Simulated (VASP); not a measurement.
# InSe (P3m1) in VASP: single point with r2SCAN

Aim: the single point of InSe with r2SCAN.

Everything below comes from runs of VASP 6.6.1. Logs are shortened: lines on timing, memory, paths and dates and some standing lists are left out, and cuts for length are marked.

### Step 1. The cell of the first run

The structure is trigonal, space group P3m1 (No. 156). Conventional cell: a = 4.000 Å, b = 4.000 Å, c = 24.800 Å, α = 90.00°, β = 90.00°, γ = 120.00°. In (site symmetry 3m) has 3 Se at 2.64 Å and 1 In at 2.80 Å within 3.5 Å. Within 3.5 Å of In (site symmetry 3m) lie 3 Se at 2.64 Å and 1 In at 2.80 Å. In (site symmetry 3m) has 3 Se at 2.64 Å and 1 In at 2.80 Å within 3.5 Å. In (site symmetry 3m) has 3 Se at 2.64 Å and 1 In at 2.80 Å within 3.5 Å. Within 3.5 Å of In (site symmetry 3m) lie 3 Se at 2.64 Å and 1 In at 2.80 Å. Within 3.5 Å of In (site symmetry 3m) lie 3 Se at 2.64 Å and 1 In at 2.80 Å. Within 3.5 Å of Se (site symmetry 3m) lie 3 In at 2.64 Å. Se (site symmetry 3m) has 3 In at 2.64 Å within 3.5 Å.

### Step 2. Single point, r2SCAN (the distance across one plane changed)

POSCAR

```
InSe
1.0
   -1.9999996503     -3.4641010095      0.0000000000
    1.9999996503     -3.4641010095      0.0000000000
    0.0000000000      0.0000000000     24.8000100000
In Se
6 6
Direct
    0.0000000000      0.0000000000      0.7819511070
    0.3333333333      0.3333333333      0.1112521839
    0.6666666667      0.6666666667      0.4466016454
    1.0000000000      1.0000000000      0.8948297357
    0.3333333333      0.3333333333      0.2241308126
    0.6666666667      0.6666666667      0.5594802742
    1.0000000000      1.0000000000      0.3951255031
    0.3333333333      0.3333333333      0.7304749646
    0.6666666667      0.6666666667      0.0597760415
    1.0000000000      1.0000000000      0.6109228816
    0.3333333333      0.3333333333      0.9462723431
    0.6666666667      0.6666666667      0.2755734200
```

INCAR.step1

```
SYSTEM = InSe
  PREC = Accurate
  ENCUT = 520
  ISMEAR = 0
  SIGMA = 0.05
  LREAL = .False.
  LASPH = .True.
  NELM = 80
  NBANDS = 69
  GGA = PE
  ALGO = Normal
  EDIFF = 1E-4
  LWAVE = .True.
  LCHARG = .False.
```

INCAR.step2

```
SYSTEM = InSe
  PREC = Accurate
  ENCUT = 520
  EDIFF = 1E-6
  ISMEAR = 0
  SIGMA = 0.05
  LREAL = .False.
  LASPH = .True.
  NELM = 80
  ALGO = Normal
  ISIF = 2
  LWAVE = .False.
  LCHARG = .False.
  METAGGA = R2SCAN
  LMIXTAU = .True.
  NBANDS = 69
  ISTART = 1
```

KPOINTS

```
regular mesh
0
Gamma
  8 8 2
  0 0 0
```

Potentials or basis: VASP PAW PBE potentials, release 64 (In_d, Se).

Command:

```console
cat potpaw_PBE.64/In_d/POTCAR potpaw_PBE.64/Se/POTCAR > POTCAR
cp INCAR.step1 INCAR
mpirun -np 1 vasp_std > vasp.out
cp INCAR.step2 INCAR
mpirun -np 1 vasp_std > vasp.out
```

OUTCAR:

```text
SYSTEM = InSe
   PREC = Accurate
   ENCUT = 520
   EDIFF = 1E-6
   ISMEAR = 0
   LREAL = .False.
   LASPH = .True.
   NELM = 80
   ISIF = 2
   METAGGA = R2SCAN
   ISTART = 1

 ion  position               nearest neighbor table
   1  0.000  0.000  0.782-   8 2.64   8 2.64   8 2.64   4 2.80
   2  0.333  0.333  0.111-   9 2.64   9 2.64   9 2.64   5 2.80
   3  0.667  0.667  0.447-   7 2.64   7 2.64   7 2.64   6 2.80
   4  0.000  0.000  0.895-  11 2.64  11 2.64  11 2.64   1 2.80
   5  0.333  0.333  0.224-  12 2.64  12 2.64  12 2.64   2 2.80
   6  0.667  0.667  0.559-  10 2.64  10 2.64  10 2.64   3 2.80
   7  0.000  0.000  0.395-   3 2.64   3 2.64   3 2.64
   8  0.333  0.333  0.730-   1 2.64   1 2.64   1 2.64
   9  0.667  0.667  0.060-   2 2.64   2 2.64   2 2.64
  10  0.000  0.000  0.611-   6 2.64   6 2.64   6 2.64
  11  0.333  0.333  0.946-   4 2.64   4 2.64   4 2.64
  12  0.667  0.667  0.276-   5 2.64   5 2.64   5 2.64

  LATTYP: Found a hexagonal cell.
 ALAT       =     3.9999993007
 C/A-ratio  =     6.2000035840

  Lattice vectors:

 A1 = (  -1.9999996503,   3.4641010095,   0.0000000000)
 A2 = (  -1.9999996503,  -3.4641010095,   0.0000000000)
 A3 = (   0.0000000000,   0.0000000000,  24.8000100000)

Analysis of symmetry for initial positions (statically):
=====================================================================
 Subroutine PRICEL returns:
 Original cell was already a primitive cell.

 Routine SETGRP: Setting up the symmetry group for a
 hexagonal supercell.

 Subroutine GETGRP returns: Found  6 space group operations
 (whereof  6 operations were pure point group operations)
 out of a pool of 24 trial point group operations.

The static configuration has the point symmetry C_3v.

Analysis of symmetry for dynamics (positions and initial velocities):
=====================================================================
 Subroutine PRICEL returns:
 Original cell was already a primitive cell.

 Routine SETGRP: Setting up the symmetry group for a
 hexagonal supercell.

 Subroutine GETGRP returns: Found  6 space group operations
 (whereof  6 operations were pure point group operations)
 out of a pool of 24 trial point group operations.

The dynamic configuration has the point symmetry C_3v.

 Subroutine INISYM returns: Found  6 space group operations
 (whereof  6 operations are pure point group operations),
 and found     1 'primitive' translations

----------------------------------------------------------------------------------------

                                     Primitive cell

  volume of cell :     343.6389

  direct lattice vectors                    reciprocal lattice vectors
    -1.999999650 -3.464101010  0.000000000    -0.250000044 -0.144337593  0.000000000
     1.999999650 -3.464101010  0.000000000     0.250000044 -0.144337593  0.000000000
     0.000000000  0.000000000 24.800010000     0.000000000  0.000000000  0.040322564

  length of vectors
     3.999999301  3.999999301 24.800010000     0.288675185  0.288675185  0.040322564

  position of ions in fractional coordinates (direct lattice)
     0.000000000  0.000000000  0.781951107
     0.333333333  0.333333333  0.111252184
     0.666666667  0.666666667  0.446601645
     0.000000000  0.000000000  0.894829736
     0.333333333  0.333333333  0.224130813
     0.666666667  0.666666667  0.559480274
     0.000000000  0.000000000  0.395125503
     0.333333333  0.333333333  0.730474965
     0.666666667  0.666666667  0.059776042
     0.000000000  0.000000000  0.610922882
     0.333333333  0.333333333  0.946272343
     0.666666667  0.666666667  0.275573420

  ion indices of the primitive-cell ions
   primitive index   ion index
                 1           1
                 2           2
                 3           3
                 4           4
                 5           5
                 6           6
                 7           7
                 8           8
                 9           9
                10          10
                11          11
                12          12

----------------------------------------------------------------------------------------

 KPOINTS: regular mesh

Automatic generation of k-mesh.
 Grid dimensions read from file:
 generate k-points for:    8    8    2

 Generating k-lattice:

  Cartesian coordinates                     Fractional coordinates (reciprocal lattice)
    -0.031250005 -0.018042199  0.000000000     0.125000000  0.000000000  0.000000000
     0.031250005 -0.018042199  0.000000000     0.000000000  0.125000000  0.000000000
     0.000000000  0.000000000  0.020161282     0.000000000  0.000000000  0.500000000

  Length of vectors
     0.036084398  0.036084398  0.020161282

  Shift w.r.t. Gamma in fractional coordinates (k-lattice)
     0.000000000  0.000000000  0.000000000

 Subroutine IBZKPT returns following result:
 ===========================================

 Found     20 irreducible k-points:

 Following reciprocal coordinates:
            Coordinates               Weight
  0.000000  0.000000  0.000000      1.000000
  0.125000 -0.000000  0.000000      6.000000
  0.250000 -0.000000  0.000000      6.000000
  0.375000 -0.000000  0.000000      6.000000
  0.500000 -0.000000  0.000000      3.000000
  0.250000  0.125000  0.000000      6.000000
[... 12 lines left out ...]
  0.500000  0.250000  0.500000      6.000000
 -0.375000  0.250000  0.500000      6.000000
   k-points           NKPTS =     20   k-points in BZ     NKDIM =     20   number of bands    NBANDS=     69
   number of dos      NEDOS =    301   number of ions     NIONS =     12
   total plane-waves  NPLWV = 172800
   dimension x,y,z NGX =    30 NGY =   30 NGZ =  192
   dimension x,y,z NGXF=    60 NGYF=   60 NGZF=  384
   ions per type =               6   6
   NGX,Y,Z   is equivalent  to a cutoff of  12.47, 12.47, 12.87 a.u.
   NGXF,Y,Z  is equivalent  to a cutoff of  24.94, 24.94, 25.74 a.u.
 SYSTEM =  InSe
   PREC   = accura    normal or accurate (medium, high low for compatibility)
   ISTART =      1    job   : 0-new  1-cont  2-samecut
   ICHARG =      0    charge: 1-file 2-atom 10-const
   ISPIN  =      1    spin polarized calculation?
   LNONCOLLINEAR =      F non collinear calculations
   LSORBIT =      F    spin-orbit coupling
   LASPH  =      T    aspherical Exc in radial PAW
   ENCUT  =  520.0 eV  38.22 Ry    6.18 a.u.   7.44  7.44 46.11*2*pi/ulx,y,z
   NELM   =     80;   NELMIN=  2; NELMDL=  0     # of ELM steps
   EDIFF  = 0.1E-05   stopping-criterion for ELM
   LREAL  =      F    real-space projection
   EDIFFG = 0.1E-04   stopping-criterion for IOM
   NSW    =      0    number of steps for IOM
   IBRION =     -1    ionic relax: 0-MD 1-quasi-New 2-CG
   NFREE  =      0    steps in history (QN), initial steepest desc. (CG)
   ISIF   =      2    stress and relaxation
   ISYM   =      2    0-nonsym 1-usesym 2-fastsym
   POTIM  = 0.5000    time-step for ionic-motion
   TEBEG  =    0.0;   TEEND  =   0.0 temperature during run
   PSTRESS=    0.0 pullay stress
   NELECT =     114.0000    total number of electrons
   NUPDOWN=      -1.0000    fix difference up-down
   EMIN   =  10.00;   EMAX   =-10.00  energy-range for DOS
   EFERMI =   0.00;   METHOD = LEGACY
   ISMEAR =     0;   SIGMA  =   0.05  broadening in eV -4-tet -1-fermi 0-gaus
   EFERMI_NEDOS =   21; number of points for ismear=-14 and -15
   IALGO  =     38    algorithm
   IMIX   =      4    mixing-type and parameters
     AMIX     =   0.40;   BMIX     =  1.00
     AMIX_MAG =   1.60;   BMIX_MAG =  1.00
  volume/ion in A,a.u.               =      28.64       193.25
  Fermi-wavevector in a.u.,A,eV,Ry     =   1.133293  2.141614 17.474695  1.284354
  Thomas-Fermi vector in A             =   2.269996
   LORBIT       =      0    0 simple, 1 ext, 2 COOP (PROOUT), +10 PAW based schemes
   METAGGA = R2SCAN    functional components
   LHFCALC =     F    Hartree Fock is set to
   AEXX    =    0.0000 exact exchange contribution
   IVDW    =     0    specifies the selected vdW correction
   LEPSILON=     F    determine dielectric tensor
   LRPA    =     F    only Hartree local field effects (RPA)
 non-spin polarized calculation
 Gauss-broadening in eV      SIGMA  =   0.05
  energy-cutoff  :      520.00
  volume of cell :      343.64
 maximum number of plane-waves:      9339
 NGX is ok and might be reduce to    30
   NGX = 15   NGY = 15   NGZ = 93

 number of electron     113.9999976 magnetization

 Free energy of the ion-electron system (eV)
  ---------------------------------------------------
  ext. energy  EPLUGINS =         0.00000000
  ---------------------------------------------------
  free energy    TOTEN  =      -229.30495512 eV

  energy without entropy =     -229.30495512  energy(sigma->0) =     -229.30495512

 E-fermi :   4.3649     XC(G=0):  -9.5582

 val. band max:        4.1481696998   @ k =   0.0000   0.0000   0.5000
 cond. band min:       4.9265870122   @ k =   0.0000   0.0000   0.5000
 fundamental gap:      0.7784173124
 Fermi energy:         4.3648741213

 k-point     1 :       0.0000    0.0000    0.0000
  band No.  band energies     occupation
      1     -11.2275      2.00000
      2     -11.2241      2.00000
      3     -11.2227      2.00000
      4     -11.0456      2.00000
      5     -11.0456      2.00000
      6     -11.0422      2.00000
[... 61 lines left out ...]
     68       8.7987      0.00000
     69       8.7987      0.00000

 k-point     2 :       0.1250   -0.0000    0.0000
  band No.  band energies     occupation
      1     -11.2340      2.00000
      2     -11.2304      2.00000
      3     -11.2286      2.00000
      4     -11.1060      2.00000
      5     -11.0983      2.00000
      6     -11.0968      2.00000
[... 61 lines left out ...]
     68       8.8876      0.00000
     69       8.9543      0.00000

 k-point     3 :       0.2500   -0.0000    0.0000
  band No.  band energies     occupation
      1     -11.2967      2.00000
      2     -11.2860      2.00000
      3     -11.2839      2.00000
      4     -11.1787      2.00000
      5     -11.1734      2.00000
      6     -11.1590      2.00000
[... 1213 lines left out ...]
     68       8.9459      0.00000
     69       9.1355      0.00000

 k-point    20 :      -0.3750    0.2500    0.5000
  band No.  band energies     occupation
      1     -11.4056      2.00000
      2     -11.4010      2.00000
      3     -11.3985      2.00000
      4     -11.3105      2.00000
      5     -11.3071      2.00000
      6     -11.3034      2.00000
[... 61 lines left out ...]
     68       8.8689      0.00000
     69       8.8919      0.00000

------------------------ aborting loop because EDIFF is reached ----------------------------------------

  FORCE on cell =-STRESS in cart. coord.  units (eV):
  Direction    XX          YY          ZZ          XY          YZ          ZX
  --------------------------------------------------------------------------------------
  -------------------------------------------------------------------------------------
  Total        3.2878386      3.2878386      2.2450731     -0.0000000      0.0000000      0.0000000
  in kB       15.3291740     15.3291740     10.4673984     -0.0000000      0.0000000      0.0000000
  external PRESSURE =      13.7085821 kB  Pullay stress =       0.0000000 kB

 VOLUME and BASIS-vectors are now :
 -----------------------------------------------------------------------------
  energy-cutoff  :      520.00
  volume of cell :      343.64
      direct lattice vectors                 reciprocal lattice vectors
    -1.999999650 -3.464101010  0.000000000    -0.250000044 -0.144337593  0.000000000
     1.999999650 -3.464101010  0.000000000     0.250000044 -0.144337593  0.000000000
     0.000000000  0.000000000 24.800010000     0.000000000  0.000000000  0.040322564

 POSITION                                       TOTAL-FORCE (eV/Angst)
 -----------------------------------------------------------------------------------
      0.00000      0.00000     19.39240        -0.000000     -0.000000      0.098970
      0.00000     -2.30940      2.75906        -0.000000     -0.000000      0.119828
      0.00000     -4.61880     11.07573         0.000000     -0.000000      0.098619
      0.00000      0.00000     22.19179        -0.000000     -0.000000     -0.112158
      0.00000     -2.30940      5.55845        -0.000000      0.000000     -0.092400
      0.00000     -4.61880     13.87512        -0.000000     -0.000000     -0.095294
      0.00000      0.00000      9.79912        -0.000000     -0.000000      0.058164
      0.00000     -2.30940     18.11579        -0.000000     -0.000000      0.058427
      0.00000     -4.61880      1.48245         0.000000     -0.000000      0.138185
      0.00000      0.00000     15.15089         0.000000     -0.000000     -0.061840
      0.00000     -2.30940     23.46756        -0.000000     -0.000000     -0.148402
      0.00000     -4.61880      6.83422         0.000000     -0.000000     -0.062097
 -----------------------------------------------------------------------------------
    total drift:                               -0.000000      0.000016     -0.001582

  FREE ENERGIE OF THE ION-ELECTRON SYSTEM (eV)
  ---------------------------------------------------
  free  energy   TOTEN  =      -229.3049551185 eV

  energy  without entropy=     -229.3049551185  energy(sigma->0) =     -229.30495512
```

Run time: 84 min. Hardware: 1 thread of Oxide Virtual Turin-like, shared host; peak memory 0.63 GiB.

Results:

* Free energy: -229.3050 eV
* Pressure: 1.4 GPa
* Largest force: 0.148 eV/Å
* Band gap on the k mesh: 0.78 eV

Forces in eV/Å, atoms in the order of the input:
```
In   0.000  0.000  0.099
In   0.000  0.000  0.120
In   0.000  0.000  0.099
In   0.000  0.000 -0.112
In   0.000  0.000 -0.092
In   0.000  0.000 -0.095
Se   0.000  0.000  0.058
Se   0.000  0.000  0.058
Se   0.000  0.000  0.138
Se   0.000  0.000 -0.062
Se   0.000  0.000 -0.148
Se   0.000  0.000 -0.062
```

Levels at points of the mesh, in eV from the valence-band top:
```tsv
k point	band 54	band 55	band 56	band 57	band 58	band 59	band 60	band 61
(0.00, 0.00, 0.00)	-1.26	-1.26	-0.55	-0.51	1.24	1.27	2.11	2.53
(0.50, 0.00, 0.00)	-2.16	-1.82	-1.80	-1.60	1.37	1.53	1.56	2.05
(0.00, 0.00, 0.50)	-1.25	-1.25	-1.25	0.00	0.78	1.81	1.87	2.56
(0.50, 0.00, 0.50)	-2.19	-1.77	-1.73	-1.71	1.36	1.57	1.61	1.99
```

Caveat: the cell differs from its parent crystal (the distance across one plane changed); the PAW data sets were made with another functional, which shifts forces and pressure a little; spin-orbit coupling is left out, which moves the levels of the heavy elements. A k mesh can miss the band edges.
